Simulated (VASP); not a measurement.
# TiCoH3 (Pm-3m) in VASP: single point with PBE

Aim: the single point of TiCoH3 with PBE.

All numbers are computed with VASP 6.6.1; they aren't measurements. Logs are shortened: lines on timing, memory, paths and dates and some standing lists are left out, and cuts for length are marked.

## 1. The cell of the first run

The structure is cubic, space group Pm-3m (No. 221). The conventional cell has a = 3.239 Å, b = 3.239 Å, c = 3.239 Å, α = 90.00°, β = 90.00°, γ = 90.00°. Ti (site symmetry m-3m) has 12 H at 2.29 Å and 8 Co at 2.81 Å within 3.0 Å. Co (site symmetry m-3m) has 6 H at 1.62 Å within 2.2 Å. H (site symmetry 4/mmm) has 2 Co at 1.62 Å within 2.2 Å.

## 2. Single point, PBE

INCAR reads:

```
SYSTEM = TiCoH3
ALGO = Normal
EDIFF = 1E-6
ENCUT = 520
GGA = PE
ISIF = 2
ISMEAR = 0
LASPH = .TRUE.
LCHARG = .FALSE.
LREAL = .FALSE.
LWAVE = .FALSE.
NBANDS = 20
NELM = 60
PREC = Accurate
SIGMA = 0.1
```

KPOINTS reads:

```
k-points
0
G
  6 6 6
  0 0 0
```

POSCAR reads:

```
TiCoH3
1.0
    3.2392282914      0.0000000000      0.0000000000
    0.0000000000      3.2392282914      0.0000000000
    0.0000000000      0.0000000000      3.2392282914
Ti Co H
1 1 3
Direct
    1.0000000000      0.0000000000      0.0000000000
    0.5000000000      0.5000000000      0.5000000000
    0.0000000000      0.5000000000      0.5000000000
    0.5000000000      0.0000000000      0.5000000000
    0.5000000000      0.5000000000      0.0000000000
```

Potentials or basis: VASP PAW PBE potentials, release 64 (Ti_sv, Co, H).

Run with:

```sh
cat potpaw_PBE.64/Ti_sv/POTCAR potpaw_PBE.64/Co/POTCAR potpaw_PBE.64/H/POTCAR > POTCAR
mpirun -np 1 vasp_std > vasp.out
```

OUTCAR:

```text
SYSTEM = TiCoH3
   EDIFF = 1E-6
   ENCUT = 520
   GGA = PE
   ISIF = 2
   ISMEAR = 0
   LASPH = .TRUE.
   LREAL = .FALSE.
   NELM = 60
   PREC = Accurate

 ion  position               nearest neighbor table
   1  0.000  0.000  0.000-   2 2.81   2 2.81   2 2.81   2 2.81   2 2.81   2 2.81   2 2.81   2 2.81

   2  0.500  0.500  0.500-   3 1.62   4 1.62   5 1.62   5 1.62   4 1.62   3 1.62   1 2.81   1 2.81
                             1 2.81   1 2.81   1 2.81   1 2.81   1 2.81   1 2.81
   3  0.000  0.500  0.500-   2 1.62   2 1.62
   4  0.500  0.000  0.500-   2 1.62   2 1.62
   5  0.500  0.500  0.000-   2 1.62   2 1.62

  LATTYP: Found a simple cubic cell.
 ALAT       =     3.2392282914

  Lattice vectors:

 A1 = (   3.2392282914,   0.0000000000,   0.0000000000)
 A2 = (   0.0000000000,   3.2392282914,   0.0000000000)
 A3 = (   0.0000000000,   0.0000000000,   3.2392282914)

Analysis of symmetry for initial positions (statically):
=====================================================================
 Subroutine PRICEL returns:
 Original cell was already a primitive cell.

 Routine SETGRP: Setting up the symmetry group for a
 simple cubic supercell.

 Subroutine GETGRP returns: Found 48 space group operations
 (whereof 48 operations were pure point group operations)
 out of a pool of 48 trial point group operations.

The static configuration has the point symmetry O_h .

Analysis of symmetry for dynamics (positions and initial velocities):
=====================================================================
 Subroutine PRICEL returns:
 Original cell was already a primitive cell.

 Routine SETGRP: Setting up the symmetry group for a
 simple cubic supercell.

 Subroutine GETGRP returns: Found 48 space group operations
 (whereof 48 operations were pure point group operations)
 out of a pool of 48 trial point group operations.

The dynamic configuration has the point symmetry O_h .

 Subroutine INISYM returns: Found 48 space group operations
 (whereof 48 operations are pure point group operations),
 and found     1 'primitive' translations

----------------------------------------------------------------------------------------

                                     Primitive cell

  volume of cell :      33.9879

  direct lattice vectors                    reciprocal lattice vectors
     3.239228291  0.000000000  0.000000000     0.308715506  0.000000000  0.000000000
     0.000000000  3.239228291  0.000000000     0.000000000  0.308715506  0.000000000
     0.000000000  0.000000000  3.239228291     0.000000000  0.000000000  0.308715506

  length of vectors
     3.239228291  3.239228291  3.239228291     0.308715506  0.308715506  0.308715506

  position of ions in fractional coordinates (direct lattice)
     0.000000000  0.000000000  0.000000000
     0.500000000  0.500000000  0.500000000
     0.000000000  0.500000000  0.500000000
     0.500000000  0.000000000  0.500000000
     0.500000000  0.500000000  0.000000000

  ion indices of the primitive-cell ions
   primitive index   ion index
                 1           1
                 2           2
                 3           3
                 4           4
                 5           5

----------------------------------------------------------------------------------------

 KPOINTS: k-points

Automatic generation of k-mesh.
 Grid dimensions read from file:
 generate k-points for:    6    6    6

 Generating k-lattice:

  Cartesian coordinates                     Fractional coordinates (reciprocal lattice)
     0.051452584  0.000000000  0.000000000     0.166666667  0.000000000  0.000000000
     0.000000000  0.051452584  0.000000000     0.000000000  0.166666667  0.000000000
     0.000000000  0.000000000  0.051452584     0.000000000  0.000000000  0.166666667

  Length of vectors
     0.051452584  0.051452584  0.051452584

  Shift w.r.t. Gamma in fractional coordinates (k-lattice)
     0.000000000  0.000000000  0.000000000

 Subroutine IBZKPT returns following result:
 ===========================================

 Found     20 irreducible k-points:

 Following reciprocal coordinates:
            Coordinates               Weight
  0.000000  0.000000  0.000000      1.000000
  0.166667  0.000000  0.000000      6.000000
  0.333333  0.000000  0.000000      6.000000
  0.500000  0.000000  0.000000      3.000000
  0.166667  0.166667  0.000000     12.000000
  0.333333  0.166667  0.000000     24.000000
[... 12 lines left out ...]
  0.500000  0.500000  0.333333      6.000000
  0.500000  0.500000  0.500000      1.000000
   k-points           NKPTS =     20   k-points in BZ     NKDIM =     20   number of bands    NBANDS=     20
   number of dos      NEDOS =    301   number of ions     NIONS =      5
   total plane-waves  NPLWV =  13824
   dimension x,y,z NGX =    24 NGY =   24 NGZ =   24
   dimension x,y,z NGXF=    48 NGYF=   48 NGZF=   48
   ions per type =               1   1   3
   NGX,Y,Z   is equivalent  to a cutoff of  12.32, 12.32, 12.32 a.u.
   NGXF,Y,Z  is equivalent  to a cutoff of  24.63, 24.63, 24.63 a.u.
 SYSTEM =  TiCoH3
   PREC   = accura    normal or accurate (medium, high low for compatibility)
   ISTART =      0    job   : 0-new  1-cont  2-samecut
   ICHARG =      2    charge: 1-file 2-atom 10-const
   ISPIN  =      1    spin polarized calculation?
   LNONCOLLINEAR =      F non collinear calculations
   LSORBIT =      F    spin-orbit coupling
   LASPH  =      T    aspherical Exc in radial PAW
   ENCUT  =  520.0 eV  38.22 Ry    6.18 a.u.   6.02  6.02  6.02*2*pi/ulx,y,z
   NELM   =     60;   NELMIN=  2; NELMDL= -5     # of ELM steps
   EDIFF  = 0.1E-05   stopping-criterion for ELM
   LREAL  =      F    real-space projection
   EDIFFG = 0.1E-04   stopping-criterion for IOM
   NSW    =      0    number of steps for IOM
   IBRION =     -1    ionic relax: 0-MD 1-quasi-New 2-CG
   NFREE  =      0    steps in history (QN), initial steepest desc. (CG)
   ISIF   =      2    stress and relaxation
   ISYM   =      2    0-nonsym 1-usesym 2-fastsym
   POTIM  = 0.5000    time-step for ionic-motion
   TEBEG  =    0.0;   TEEND  =   0.0 temperature during run
   PSTRESS=    0.0 pullay stress
   NELECT =      24.0000    total number of electrons
   NUPDOWN=      -1.0000    fix difference up-down
   EMIN   =  10.00;   EMAX   =-10.00  energy-range for DOS
   EFERMI =   0.00;   METHOD = LEGACY
   ISMEAR =     0;   SIGMA  =   0.10  broadening in eV -4-tet -1-fermi 0-gaus
   EFERMI_NEDOS =   21; number of points for ismear=-14 and -15
   IALGO  =     38    algorithm
   IMIX   =      4    mixing-type and parameters
     AMIX     =   0.40;   BMIX     =  1.00
     AMIX_MAG =   1.60;   BMIX_MAG =  1.00
  volume/ion in A,a.u.               =       6.80        45.87
  Fermi-wavevector in a.u.,A,eV,Ry     =   1.457819  2.754879 28.915605  2.125237
  Thomas-Fermi vector in A             =   2.574576
   LORBIT       =      0    0 simple, 1 ext, 2 COOP (PROOUT), +10 PAW based schemes
   GGA     = PE    functional components
   LHFCALC =     F    Hartree Fock is set to
   AEXX    =    0.0000 exact exchange contribution
   IVDW    =     0    specifies the selected vdW correction
   LEPSILON=     F    determine dielectric tensor
   LRPA    =     F    only Hartree local field effects (RPA)
 non-spin polarized calculation
 Gauss-broadening in eV      SIGMA  =   0.10
  energy-cutoff  :      520.00
  volume of cell :       33.99
 maximum number of plane-waves:       931
   NGX = 13   NGY = 13   NGZ = 13

 number of electron      23.9999992 magnetization

 Free energy of the ion-electron system (eV)
  ---------------------------------------------------
  ext. energy  EPLUGINS =         0.00000000
  ---------------------------------------------------
  free energy    TOTEN  =       -26.15350466 eV

  energy without entropy =      -26.13744981  energy(sigma->0) =      -26.14547723

 E-fermi :   9.0088     XC(G=0): -12.2538

 val. band max:        8.9259641067   @ k =   0.1667   0.1667   0.0000
 cond. band min:       9.0370819640   @ k =   0.1667   0.1667   0.1667
 fundamental gap:      0.1111178573
 Fermi energy:         9.0087556604

 k-point     1 :       0.0000    0.0000    0.0000
  band No.  band energies     occupation
      1     -48.4739      2.00000
      2     -24.6755      2.00000
      3     -24.6755      2.00000
      4     -24.6755      2.00000
      5      -2.6823      2.00000
      6       2.2969      2.00000
[... 12 lines left out ...]
     19      15.1295      0.00000
     20      15.1295      0.00000

 k-point     2 :       0.1667    0.0000    0.0000
  band No.  band energies     occupation
      1     -48.4709      2.00000
      2     -24.7122      2.00000
      3     -24.6727      2.00000
      4     -24.6727      2.00000
      5      -2.2816      2.00000
      6       2.3077      2.00000
[... 12 lines left out ...]
     19      15.1617      0.00000
     20      16.3291      0.00000

 k-point     3 :       0.3333    0.0000    0.0000
  band No.  band energies     occupation
      1     -48.4650      2.00000
      2     -24.7848      2.00000
      3     -24.6670      2.00000
      4     -24.6670      2.00000
      5      -1.2045      2.00000
      6       1.9816      2.00000
[... 12 lines left out ...]
     19      17.4379      0.00000
     20      17.4379      0.00000

 k-point     4 :       0.5000    0.0000    0.0000
  band No.  band energies     occupation
      1     -48.4621      2.00000
      2     -24.8208      2.00000
      3     -24.6642      2.00000
      4     -24.6642      2.00000
      5      -0.2259      2.00000
      6       1.2980      2.00000
[... 12 lines left out ...]
     19      19.7537      0.00000
     20      19.7537      0.00000

 k-point     5 :       0.1667    0.1667    0.0000
  band No.  band energies     occupation
      1     -48.4680      2.00000
      2     -24.7110      2.00000
      3     -24.7062      2.00000
      4     -24.6697      2.00000
      5      -1.8957      2.00000
      6       2.4550      2.00000
[... 12 lines left out ...]
     19      15.9599      0.00000
     20      17.8527      0.00000

 k-point     6 :       0.3333    0.1667    0.0000
  band No.  band energies     occupation
      1     -48.4622      2.00000
      2     -24.7797      2.00000
      3     -24.7013      2.00000
      4     -24.6639      2.00000
      5      -0.8670      2.00000
      6       2.2137      2.00000
[... 12 lines left out ...]
     19      17.8640      0.00000
     20      18.4980      0.00000

 k-point     7 :       0.5000    0.1667    0.0000
  band No.  band energies     occupation
      1     -48.4593      2.00000
      2     -24.8149      2.00000
      3     -24.6977      2.00000
      4     -24.6610      2.00000
      5       0.0335      2.00000
      6       1.6268      2.00000
[... 12 lines left out ...]
     19      18.5123      0.00000
     20      19.7636      0.00000
[... 185 lines left out ...]
 k-point    16 :       0.5000    0.5000    0.1667
  band No.  band energies     occupation
      1     -48.4483      2.00000
      2     -24.7930      2.00000
      3     -24.7930      2.00000
      4     -24.6838      2.00000
      5       1.2331      2.00000
      6       3.0658      2.00000
[... 12 lines left out ...]
     19      16.1048      0.00000
     20      16.7017      0.00000

 k-point    17 :       0.3333    0.3333    0.3333
  band No.  band energies     occupation
      1     -48.4484      2.00000
      2     -24.7592      2.00000
      3     -24.7551      2.00000
      4     -24.7551      2.00000
      5       1.1513      2.00000
      6       2.8433      2.00000
[... 12 lines left out ...]
     19      16.0034      0.00000
     20      16.3763      0.00000

 k-point    18 :       0.5000    0.3333    0.3333
  band No.  band energies     occupation
      1     -48.4456      2.00000
      2     -24.7891      2.00000
      3     -24.7532      2.00000
      4     -24.7511      2.00000
      5       1.7416      2.00000
      6       2.7968      2.00000
[... 12 lines left out ...]
     19      14.7195      0.00000
     20      15.7446      0.00000

 k-point    19 :       0.5000    0.5000    0.3333
  band No.  band energies     occupation
      1     -48.4428      2.00000
      2     -24.7843      2.00000
      3     -24.7843      2.00000
      4     -24.7481      2.00000
      5       2.1692      2.00000
      6       2.8833      2.00000
[... 12 lines left out ...]
     19      14.4455      0.00000
     20      15.2929      0.00000

 k-point    20 :       0.5000    0.5000    0.5000
  band No.  band energies     occupation
      1     -48.4401      2.00000
      2     -24.7800      2.00000
      3     -24.7800      2.00000
      4     -24.7800      2.00000
      5       2.7950      2.00000
      6       2.7950      2.00000
[... 12 lines left out ...]
     19      14.3038      0.00000
     20      14.3038      0.00000

------------------------ aborting loop because EDIFF is reached ----------------------------------------

  FORCE on cell =-STRESS in cart. coord.  units (eV):
  Direction    XX          YY          ZZ          XY          YZ          ZX
  --------------------------------------------------------------------------------------
  -------------------------------------------------------------------------------------
  Total       -0.0083423     -0.0083423     -0.0083423     -0.0000000     -0.0000000      0.0000000
  in kB       -0.3932530     -0.3932530     -0.3932530     -0.0000000     -0.0000000      0.0000000
  external PRESSURE =      -0.3932530 kB  Pullay stress =       0.0000000 kB

 VOLUME and BASIS-vectors are now :
 -----------------------------------------------------------------------------
  energy-cutoff  :      520.00
  volume of cell :       33.99
      direct lattice vectors                 reciprocal lattice vectors
     3.239228291  0.000000000  0.000000000     0.308715506  0.000000000  0.000000000
     0.000000000  3.239228291  0.000000000     0.000000000  0.308715506  0.000000000
     0.000000000  0.000000000  3.239228291     0.000000000  0.000000000  0.308715506

 POSITION                                       TOTAL-FORCE (eV/Angst)
 -----------------------------------------------------------------------------------
      0.00000      0.00000      0.00000         0.000000      0.000000      0.000000
      1.61961      1.61961      1.61961         0.000000      0.000000      0.000000
      0.00000      1.61961      1.61961         0.000000      0.000000      0.000000
      1.61961      0.00000      1.61961         0.000000      0.000000      0.000000
      1.61961      1.61961      0.00000         0.000000      0.000000      0.000000
 -----------------------------------------------------------------------------------
    total drift:                                0.000000      0.000000     -0.000000

  FREE ENERGIE OF THE ION-ELECTRON SYSTEM (eV)
  ---------------------------------------------------
  free  energy   TOTEN  =       -26.1535046600 eV

  energy  without entropy=      -26.1374498074  energy(sigma->0) =      -26.14547723
```

Wall time 22 s (1 thread of Oxide Virtual Turin-like, shared host); peak memory 0.11 GiB.

What came out:

```
Free energy            : -26.1535 eV
Pressure               : 0.0 GPa
Band gap on the k mesh : zero (bands 12 and 13 overlap by 0.24 eV)
```

Caveat: the run has no spin polarisation, though such a crystal can be magnetic. Spin polarisation is off, so any magnetic state and its effect on volume and gap are missing.

The gap in the log of VASP goes by the Fermi energy; the results here count the filled bands.